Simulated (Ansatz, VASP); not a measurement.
One calculation of Mg3S2, two programs

```xyz
10
Lattice="3.6500 -0.0004 0.0120 -1.8247 3.1609 0.0004 -0.0498 -0.0312 17.3123" Properties=species:S:1:pos:R:3 pbc="T T T"
Mg    1.3593    1.3101    3.0639
Mg    3.1592    0.2423   11.7239
Mg   -0.4959    2.3443   14.2594
Mg   -0.4708    2.3626    5.6033
Mg    3.1438    0.2306   17.3135
Mg    1.3439    1.3025    8.6536
S    -0.4613    2.3662    1.5321
S    -0.4862    2.3530   10.1882
S     3.1739    0.2518    7.1476
S     1.3239    1.2875   15.8000
```

Alike in both runs: functional PBE; k mesh 10 × 10 × 2; occupations gaussian, width 0.1 eV; no spin polarisation.

Ansatz relaxed the structure, and its values are those at the end. VASP's run is a single point on that final structure, the one shown.

|  | VASP | Ansatz |
| --- | --- | --- |
| version | VASP 6.6.1 | Ansatz 0.2.0 |
| potentials or method | VASP PAW PBE potentials, release 64 (Mg, S), cutoff 520 eV | scalar-relativistic, plane waves, PAW |
| valence electrons in the cell | 36 | 84 |

Ansatz gave:

| Property | Result |
| --- | --- |
| gap on the k mesh at the Fermi level (eV) | none |
| pressure (GPa) | 0.0 |

Question: Which values does VASP return?

Answer: gap on the k mesh at the Fermi level (eV): none; pressure (GPa): -0.2.

A gap of «none» marks a metal or a gap that the smearing closes. With one functional, cell and mesh, what is left measures potentials, basis and numerics. VASP's potentials hold 36 valence electrons a cell and Ansatz's 84, so a difference there can come from the potentials and not from the codes.
